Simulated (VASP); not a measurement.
Write the native input for VASP 6.6.1 that does the following.

```yaml
Task: single point
Functional: PBEsol
Potentials_or_basis: VASP PAW PBE potentials, release 64 (Ga_d, P)
Cutoff: 520 eV
k_mesh: 8 × 8 × 8
Occupations: gaussian, width 0.02 eV
Spin: no spin polarisation
Dipole_correction: no
Further_INCAR_settings: ALGO = Normal; EDIFF = 1e-06; NBANDS = 16
```

The structure of GaP lies in POSCAR:

```
GaP
1.0
    0.0000000000      2.7192244523      2.7192244523
    2.7192244523      0.0000000000      2.7192244523
    2.7192244523      2.7192244523      0.0000000000
Ga P
1 1
Direct
    0.0000000000      0.0000000000      0.0000000000
    0.7500000000      0.7500000000      0.7500000000
```

These files were run (other wordings do the same):

INCAR

```
PREC = Accurate ; ENCUT = 520
EDIFF = 1E-6 ; ISMEAR = 0
SIGMA = 0.02 ; LREAL = False
LASPH = True ; NELM = 80
ALGO = Normal ; ISIF = 2
LWAVE = False ; LCHARG = False
GGA = PS ; NBANDS = 16
```

KPOINTS

```
regular mesh
0
Gamma
  8 8 8
```

Potentials or basis: VASP PAW PBE potentials, release 64 (Ga_d, P).

The run is started by

```console
$ cat potpaw_PBE.64/Ga_d/POTCAR potpaw_PBE.64/P/POTCAR > POTCAR
$ mpirun -np 1 vasp_std > vasp.out
```

It gave:

* Pressure: -0.1 GPa
* Band gap on the k mesh: 1.50 eV, indirect (least direct gap 1.80 eV)

Caveat: the PAW data sets were made with another functional, which shifts forces and pressure a little.

It took 29 s on 1 thread of AMD EPYC 7R43 64-Core Processor (Zen 3) (shared host), peak memory 0.14 GiB.
